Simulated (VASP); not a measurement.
# Mg8O9 (a cell with a defect) in VASP: single point with PBEsol

Aim: the single point of Mg8O9 (a cell with a defect) with PBEsol.

Everything below comes from runs of VASP 6.6.1. Logs are shortened: lines on timing, memory, paths and dates and some standing lists are left out, and cuts for length are marked.

## (1) The cell of the first run

The cell holds a defect, 17 atoms: a = 5.932 Å, b = 5.932 Å, c = 5.932 Å, α = 60.00°, β = 60.00°, γ = 60.00°.

## (2) Single point, PBEsol, collinear spin

The input, INCAR:

```
  PREC = Accurate
  ENCUT = 620
  EDIFF = 1E-6
  ISMEAR = -1
  SIGMA = 0.05
  LREAL = Auto
  LASPH = T
  NELM = 200
  ALGO = Normal
  ISIF = 2
  LWAVE = F
  LCHARG = F
  ISPIN = 2
  MAGMOM = 0 0 0 0 0 0 0 0 0 0 0 0 0 0 0 0 1
  LORBIT = 11
  GGA = PS
  NBANDS = 85
  GGA_COMPAT = F
```

The input, KPOINTS:

```
regular mesh
0
Gamma
  2 2 2
```

The input, POSCAR:

```
Mg8O9
1.0
    0.0000000000      4.1948000000      4.1948000000
    4.1948000000      0.0000000000      4.1948000000
    4.1948000000      4.1948000000      0.0000000000
Mg O
8 9
Direct
    0.0009282748     -0.0163619100      0.0141229503
    0.0289415236     -0.0045106146      0.4911060534
    0.0288790053      0.4606397398      0.0259931802
   -0.0065137329      0.4910987285      0.5216185946
    0.5195421800     -0.0348767596     -0.0044758841
    0.4840484519     -0.0046033858      0.4911898550
    0.4840967785      0.4606894887      0.0259924273
    0.5120607239      0.4724523009      0.5030442185
    0.2565252494      0.2280911553      0.2585551503
    0.2565172599      0.2280463205      0.7585837132
    0.2565124208      0.7280913580      0.2585624424
    0.2565000945      0.7280385536      0.7585907762
    0.7564966171      0.2281463545      0.2585038846
    0.7565172451      0.2281062393      0.7585410752
    0.7564876099      0.7280806903      0.2585924476
    0.7563192346      0.8472584411      0.6397356202
    0.7566267635      0.6091268992      0.8772672952
```

Potentials or basis: VASP PAW PBE potentials, release 64 (Mg_sv, O).

Started as:

```
$ cat potpaw_PBE.64/Mg_sv/POTCAR potpaw_PBE.64/O/POTCAR > POTCAR
$ mpirun -np 1 vasp_std > vasp.out
```

OUTCAR:

```text
PREC = Accurate
   ENCUT = 620
   EDIFF = 1E-6
   ISMEAR = -1
   LREAL = Auto
   LASPH = T
   NELM = 200
   ISIF = 2
   ISPIN = 2
   LORBIT = 11
   GGA = PS

 ion  position               nearest neighbor table
   1  0.001  0.984  0.014-  13 2.05  14 2.10  15 2.10  10 2.10  11 2.10
   2  0.029  0.995  0.491-  16 1.84   9 1.93  12 2.08  11 2.10  14 2.10  13 2.13
   3  0.029  0.461  0.026-  17 1.84   9 1.93  12 2.08  10 2.10  15 2.10  13 2.12
   4  0.993  0.491  0.522-  14 2.10  10 2.10  11 2.10  15 2.10  17 2.11  16 2.11
   5  0.520  0.965  0.996-  14 2.10  10 2.10  15 2.10  11 2.10  16 2.11  17 2.11
   6  0.484  0.995  0.491-  16 1.84   9 1.93  12 2.08  15 2.10  10 2.10  13 2.13
   7  0.484  0.461  0.026-  17 1.84   9 1.93  12 2.08  11 2.10  14 2.10  13 2.12
   8  0.512  0.472  0.503-  13 2.05  10 2.10  14 2.10  11 2.10  15 2.10
   9  0.257  0.228  0.259-   6 1.93   7 1.93   2 1.93   3 1.93
  10  0.257  0.228  0.759-   8 2.10   1 2.10   5 2.10   4 2.10   3 2.10   6 2.10
  11  0.257  0.728  0.259-   1 2.10   8 2.10   4 2.10   5 2.10   2 2.10   7 2.10
  12  0.257  0.728  0.759-   6 2.08   7 2.08   3 2.08   2 2.08
  13  0.756  0.228  0.259-   8 2.05   1 2.05   3 2.12   7 2.12   2 2.13   6 2.13
  14  0.757  0.228  0.759-   8 2.10   1 2.10   5 2.10   4 2.10   7 2.10   2 2.10
  15  0.756  0.728  0.259-   1 2.10   8 2.10   5 2.10   4 2.10   6 2.10   3 2.10
  16  0.756  0.847  0.640-  17 1.41   2 1.84   6 1.84   5 2.11   4 2.11
  17  0.757  0.609  0.877-  16 1.41   3 1.84   7 1.84   4 2.11   5 2.11

  LATTYP: Found a face centered cubic cell.
 ALAT       =     8.3896000000

  Lattice vectors:

 A1 = (   0.0000000000,   4.1948000000,   4.1948000000)
 A2 = (   4.1948000000,   0.0000000000,   4.1948000000)
 A3 = (   4.1948000000,   4.1948000000,   0.0000000000)

Analysis of symmetry for initial positions (statically):
=====================================================================
 Subroutine PRICEL returns:
 Original cell was already a primitive cell.

 Routine SETGRP: Setting up the symmetry group for a
 face centered cubic supercell.

 Subroutine GETGRP returns: Found  1 space group operations
 (whereof  1 operations were pure point group operations)
 out of a pool of 48 trial point group operations.

The static configuration has the point symmetry C_1 .

Analysis of symmetry for dynamics (positions and initial velocities):
=====================================================================
 Subroutine PRICEL returns:
 Original cell was already a primitive cell.

 Routine SETGRP: Setting up the symmetry group for a
 face centered cubic supercell.

 Subroutine GETGRP returns: Found  1 space group operations
 (whereof  1 operations were pure point group operations)
 out of a pool of 48 trial point group operations.

The dynamic configuration has the point symmetry C_1 .

Analysis of structural, dynamic, and magnetic symmetry:
[... 173 lines left out ...]
 E-fermi :   5.5175     XC(G=0): -11.9263

 val. band max:        4.3430720625   @ k =   0.0000   0.5000   0.5000
 cond. band min:       8.2624641664   @ k =   0.0000   0.0000   0.0000
 fundamental gap:      3.9193921038
 Fermi energy:         5.5174881274

 spin component 1

 k-point     1 :       0.0000    0.0000    0.0000
  band No.  band energies     occupation
      1     -68.8062      1.00000
      2     -68.8058      1.00000
      3     -68.3251      1.00000
      4     -68.3246      1.00000
      5     -68.2569      1.00000
      6     -68.2521      1.00000
[... 645 lines left out ...]
     78      14.5498      0.00000
     79      14.6262      0.00000
 Fermi energy:         5.5174881274

 spin component 2

 k-point     1 :       0.0000    0.0000    0.0000
  band No.  band energies     occupation
      1     -68.8062      1.00000
      2     -68.8058      1.00000
      3     -68.3251      1.00000
      4     -68.3246      1.00000
      5     -68.2569      1.00000
      6     -68.2521      1.00000
[... 645 lines left out ...]
     78      14.5497      0.00000
     79      14.6261      0.00000
 [bands above 79 left out]

------------------------ aborting loop because EDIFF is reached ----------------------------------------

  FORCE on cell =-STRESS in cart. coord.  units (eV):
  Direction    XX          YY          ZZ          XY          YZ          ZX
  --------------------------------------------------------------------------------------
  -------------------------------------------------------------------------------------
  Total        8.7756754     20.4618451     20.4667601     -0.0185671     -1.2412835      0.0170697
  in kB       95.2417482    222.0708742    222.1242158     -0.2015075    -13.4715574      0.1852564
  external PRESSURE =     179.8122794 kB  Pullay stress =       0.0000000 kB

 VOLUME and BASIS-vectors are now :
 -----------------------------------------------------------------------------
  energy-cutoff  :      620.00
  volume of cell :      147.63
      direct lattice vectors                 reciprocal lattice vectors
     0.000000000  4.194800000  4.194800000    -0.119195194  0.119195194  0.119195194
     4.194800000  0.000000000  4.194800000     0.119195194 -0.119195194  0.119195194
     4.194800000  4.194800000  0.000000000     0.119195194  0.119195194 -0.119195194

 POSITION                                       TOTAL-FORCE (eV/Angst)
 -----------------------------------------------------------------------------------
      4.18541      0.06314      4.13006        -0.008222      0.000003      0.000980
      6.23597      2.18150      4.29728         0.001673      0.011694     -0.003433
      2.04133      0.23018      2.05343         0.001973     -0.005190      0.013505
      4.24815      6.35556      6.22754        -0.009460     -0.000827     -0.000030
      8.22452      6.35540      6.22787         0.010285     -0.000515     -0.001755
      6.23593      4.09093      6.20598         0.002340      0.003340     -0.007960
[... 9 lines left out ...]
      6.23764      5.85617      6.72669        -0.002718     -0.203239      0.203919
      6.23513      6.85386      5.72906         0.002382      0.203590     -0.202525
 -----------------------------------------------------------------------------------
    total drift:                               -0.024723      0.007208     -0.005248

  FREE ENERGIE OF THE ION-ELECTRON SYSTEM (eV)
  ---------------------------------------------------
  free  energy   TOTEN  =      -101.6293205467 eV

  energy  without entropy=     -101.6293205467  energy(sigma->0) =     -101.62932055

 total charge

# of ion       s       p       d       tot
------------------------------------------
    1        2.073   6.015   0.043   8.131
    2        2.083   6.034   0.057   8.174
    3        2.083   6.034   0.057   8.174
    4        2.069   6.011   0.044   8.124
    5        2.069   6.011   0.044   8.124
    6        2.083   6.034   0.057   8.174
[... 9 lines left out ...]
   16        1.584   3.552   0.000   5.135
   17        1.583   3.552   0.000   5.135
--------------------------------------------------
tot         30.520  80.245   0.402 111.166

 magnetization (x)

# of ion       s       p       d       tot
------------------------------------------
    1        0.000   0.000   0.000   0.000
    2       -0.000   0.000   0.000  -0.000
    3       -0.000  -0.000  -0.000  -0.000
    4       -0.000  -0.000   0.000  -0.000
    5       -0.000  -0.000   0.000  -0.000
    6       -0.000   0.000   0.000   0.000
[... 9 lines left out ...]
   16       -0.000  -0.000   0.000  -0.000
   17        0.000   0.000   0.000   0.000
--------------------------------------------------
tot         -0.000  -0.000   0.000  -0.000
```

Run time: 6.7 min. Hardware: 1 thread of Intel Xeon Platinum 8259CL at 2.50GHz (Skylake/Cascade Lake), shared host; peak memory 0.48 GiB.

What came out:

* Free energy: -101.6293 eV
* Pressure: 18.0 GPa
* Largest force: 0.288 eV/Å
* Band gap on the k mesh: 3.92 eV
* Net moment: 0.00 μB per cell
* Valence electrons inside the program's atomic spheres: Mg 8.13, 8.17, 8.12 (each value once); O 5.17, 5.09, 5.08, 5.10, 5.13 (each value once)

Forces on the atoms (eV/Å):
```
Mg  -0.008  0.000  0.001
Mg   0.002  0.012 -0.003
Mg   0.002 -0.005  0.014
Mg  -0.009 -0.001  0.000
Mg   0.010 -0.001 -0.002
Mg   0.002  0.003 -0.008
Mg   0.001 -0.012  0.005
Mg   0.011 -0.001  0.002
O   -0.001  0.000 -0.002
O    0.000 -0.001 -0.002
O   -0.001  0.001 -0.001
O   -0.001 -0.001 -0.001
O   -0.002  0.002 -0.002
O   -0.001  0.002 -0.001
O   -0.003  0.001 -0.001
O   -0.003 -0.203  0.204
O    0.002  0.204 -0.203
```

Stress tensor (GPa, compression positive):
```
 9.52 -0.02  0.02
-0.02 22.21 -1.35
 0.02 -1.35 22.21
```

Caveat: the k points lie up to 0.65 Å⁻¹ apart; the PAW data sets were made with another functional, which shifts forces and pressure a little.
